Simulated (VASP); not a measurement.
The system is Cu.

```
Cu
1.0
     0.00000    1.81487    1.81487
     1.81487    0.00000    1.81487
     1.81487    1.81487    0.00000
Cu
1
Cartesian
  0.0000 0.0000 0.0000
```

Base run:

| Quantity | Value |
| --- | --- |
| Program | VASP 6.6.1 |
| Functional | PBE |
| Potentials or basis | VASP PAW PBE potentials, release 64 (Cu) |
| Cutoff | 520 eV |
| k mesh | 20 × 20 × 20 |
| Occupations | gaussian, width 0.1 eV |
| Spin | no spin polarisation |

Its results: band gap on the k mesh zero (an odd number of electrons rules out a gap without spin polarisation); pressure 0.5 GPa.

Task: The run is repeated on the same cell with these changes: functional from PBE to r2SCAN; further incar settings from ALGO = Fast; EDIFF = 1e-06; NBANDS = 12 to ALGO = Normal; EDIFF = 1e-06; NBANDS = 12. What comes out?

Result: Band gap on the k mesh zero (an odd number of electrons rules out a gap without spin polarisation); pressure -5.8 GPa.

Caveats: the cell stands under tension (at least some runs); the PAW data sets were made with another functional, which shifts forces and pressure a little (at least some runs).
